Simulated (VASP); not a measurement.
Here is a VASP 6.6.1 calculation.

Contents of INCAR:

```
SYSTEM = Rh
PREC = Accurate
ENCUT = 520
EDIFF = 1E-6
ISMEAR = 0
SIGMA = 0.15
LREAL = .False.
LASPH = .True.
NELM = 150
ALGO = Fast
ISIF = 2
LWAVE = .False.
LCHARG = .True.
ISPIN = 2
MAGMOM = 0.125
LORBIT = 11
NUPDOWN = 0.125
LMAXMIX = 4
GGA = PE
LELF = .True.
LVHAR = .True.
NBANDS = 18
```

The input KPOINTS:

```
Automatic mesh
0
Gamma
  22 22 22
  0 0 0
```

The input POSCAR:

```
Rh
1.0
    0.0000000000      2.0236769288      2.0236769288
    2.0236769288      0.0000000000      2.0236769288
    2.0236769288      2.0236769288      0.0000000000
Rh
1
Direct
    0.0000000000      0.0000000000      0.0000000000
```

Potentials or basis: VASP PAW PBE potentials, release 64 (Rh_pv).

The run is started by

```bash
$ cat potpaw_PBE.64/Rh_pv/POTCAR > POTCAR
$ mpirun -np 1 vasp_std > vasp.out
```

(1) What does it give for the pressure?

Answers

(1) -27.3 GPa.

Caveat: the cell stands under tension; the total moment is fixed, so each spin has its own Fermi level and the state may be an excited one.
